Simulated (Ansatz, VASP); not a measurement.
# Two plane-wave programs on Si16As

```
Si As
1.0
     0.00000    5.43000    5.43000
     5.43000    0.00000    5.43000
     5.43000    5.43000    0.00000
Si As
16 1
Cartesian
  0.0037 -0.0019 0.0395
  1.3735 1.3689 1.3430
  2.7164 2.7150 -0.0009
  4.0618 4.0588 1.3420
  2.6778 -0.0014 2.7125
  4.0356 1.3986 4.1113
  5.4345 2.7570 2.7112
  6.8041 4.0592 4.0833
  0.0028 2.6715 2.7141
  1.4046 4.0278 4.1136
  2.7601 5.4304 2.7128
  4.0604 6.8012 4.0851
  2.7223 2.7140 5.4253
  4.0341 4.0287 6.7421
  5.4335 5.4309 5.3853
  6.8356 6.8321 6.7401
  5.4374 5.4293 8.1403
```

Alike in both runs: functional LDA; k mesh 2 × 2 × 2; occupations gaussian, width 0.02 eV; collinear spin.

Ansatz relaxed the structure, and its values are those at the end. VASP's run is a single point on that final structure, the one shown.

|  | VASP | Ansatz |
| --- | --- | --- |
| version | VASP 6.6.1 | Ansatz 0.2.0 |
| potentials or method | VASP PAW LDA potentials, release 64 (Si, As), cutoff 520 eV | scalar-relativistic, plane waves, PAW |
| valence electrons in the cell | 69 | 79 |

VASP gave:

```
rms of the force components (eV/Å) : 0.009
net moment per atom (μB)           : 0.00
```

Q: Estimate Ansatz's values.

A: rms of the force components (eV/Å): 0.003; net moment per atom (μB): 0.00.

Ansatz warns that its potentials were made for another functional, while VASP's fit it. LDA's correlation is that of Perdew and Zunger in VASP and of Perdew and Wang (1992) in Ansatz. VASP's potentials hold 69 valence electrons a cell and Ansatz's 79, so a difference there can come from the potentials and not from the codes. Ansatz's warnings: filled band counts differ across k points, seeded moment not kept.

The k mesh is coarse, so the values compare programs but aren't converged.
